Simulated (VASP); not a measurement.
A run of VASP 6.6.1:

INCAR

```
SYSTEM = Be
ALGO = Normal
EDIFF = 1E-7
ENCUT = 520
GGA = PE
ISIF = 2
ISMEAR = 0
LASPH = .TRUE.
LCHARG = .TRUE.
LELF = .TRUE.
LREAL = .FALSE.
LVHAR = .TRUE.
LWAVE = .FALSE.
NBANDS = 9
NELM = 60
PREC = Accurate
SIGMA = 0.1
```

File KPOINTS:

```
k-points
0
G
  13 13 8
  0 0 0
```

The input POSCAR:

```
Be
1.0
    2.2853000000      0.0000000000      0.0000000000
   -1.1426500000      1.9791278553      0.0000000000
    0.0000000000      0.0000000000      3.5842000000
Be
2
Direct
    0.6666666667      0.3333333333      0.7500000000
    0.3333333333      0.6666666667      0.2500000000
```

Potentials or basis: VASP PAW PBE potentials, release 64 (Be).

The run is started by

```sh
$ cat potpaw_PBE.64/Be/POTCAR > POTCAR
$ mpirun -np 1 vasp_std > vasp.out
```

Hardware: 1 thread of Intel(R) Xeon(R) Platinum 8259CL CPU @ 2.50GHz (Skylake/Cascade Lake), with other jobs on the host.

**Question.** Estimate the wall time of this run.

**Answer.** Wall time 9.6 s on 1 thread of Intel(R) Xeon(R) Platinum 8259CL CPU @ 2.50GHz (Skylake/Cascade Lake), on a shared host, peak memory 0.12 GiB. Counts: scf iterations 12, k points 105.
